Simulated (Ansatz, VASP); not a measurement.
# One calculation of GaN, two programs

File INCAR:

```
  PREC = Accurate
  ENCUT = 520
  EDIFF = 1E-6
  ISMEAR = 1
  SIGMA = 0.2
  LREAL = F
  LASPH = T
  NELM = 80
  ALGO = Normal
  ISIF = 2
  LWAVE = F
  LCHARG = F
  LDIPOL = T
  IDIPOL = 3
  DIPOL = 0.5 0.5 0.500
  GGA = PS
  NBANDS = 66
```

File KPOINTS:

```
Automatic mesh
0
Gamma
  9 9 1
```

Contents of POSCAR:

```
GaN
1.0
    3.1825784921      0.0000000000      0.0000000000
   -1.5912892461      2.7561938237      0.0000000000
    0.0000000000      0.0000000000     28.6033856423
N Ga
6 6
Direct
    0.3333333333      0.6666666667      0.2622067224
    0.6666666667      0.3333333333      0.3528502941
    0.3333333333      0.6666666667      0.4434938658
    0.6666666667      0.3333333333      0.5341374375
    0.3333333333      0.6666666667      0.6247810091
    0.6666666667      0.3333333333      0.7154245808
    0.6666666667      0.3333333333      0.2845754192
    0.3333333333      0.6666666667      0.3752189909
    0.6666666667      0.3333333333      0.4658625625
    0.3333333333      0.6666666667      0.5565061342
    0.6666666667      0.3333333333      0.6471497059
    0.3333333333      0.6666666667      0.7377932776
```

Input for Ansatz:

```yaml
crystal:
  lattice:
    - [3.1825784921, 0.0, 0.0]
    - [-1.5912892461, 2.7561938237, 0.0]
    - [0.0, 0.0, 28.6033856423]
  atoms:
    - { symbol: "N", position: [0.3333333333, 0.6666666667, 0.2622067224] }
    - { symbol: Ga, position: [0.6666666667, 0.3333333333, 0.2845754192] }
    - { symbol: "N", position: [0.6666666667, 0.3333333333, 0.3528502941] }
    - { symbol: Ga, position: [0.3333333333, 0.6666666667, 0.3752189909] }
    - { symbol: "N", position: [0.3333333333, 0.6666666667, 0.4434938658] }
    - { symbol: Ga, position: [0.6666666667, 0.3333333333, 0.4658625625] }
    - { symbol: "N", position: [0.6666666667, 0.3333333333, 0.5341374375] }
    - { symbol: Ga, position: [0.3333333333, 0.6666666667, 0.5565061342] }
    - { symbol: "N", position: [0.3333333333, 0.6666666667, 0.6247810091] }
    - { symbol: Ga, position: [0.6666666667, 0.3333333333, 0.6471497059] }
    - { symbol: "N", position: [0.6666666667, 0.3333333333, 0.7154245808] }
    - { symbol: Ga, position: [0.3333333333, 0.6666666667, 0.7377932776] }
basis:
  ecutwfc: 420
kpoints:
  mp_grid: { grid: [9, 9, 1] }
hamiltonian:
  xc: pbesol
scf:
  occupations: { method: cold, width: 0.2 }
output:
  forces: true
  stress: true
  eigenvalues: true
efield:
  axis: 3
  dipole_correction: true
  ramp_width: 0.04
```

Alike in both runs: task single point; functional PBEsol; k mesh 9 × 9 × 1; no spin polarisation.

|  | VASP | Ansatz |
| --- | --- | --- |
| version | VASP 6.6.1 | Ansatz 0.2.0 |
| potentials or method | VASP PAW PBE potentials, release 64 (N, Ga_d), cutoff 520 eV | scalar-relativistic, plane waves, PAW |
| occupations | methfessel-paxton of order 1, width 0.2 eV | cold, width 0.2 eV |
| valence electrons in the cell | 108 | 108 |

```tsv
	VASP	Ansatz	Ansatz less VASP
gap on the k mesh at the Fermi level (eV)	none	none	-
rms of the force components (eV/Å)	0.496	0.498	+0.0020
```

VASP's potentials were made for PBE, not for PBEsol. A gap of «none» marks a metal or a gap that the smearing closes.
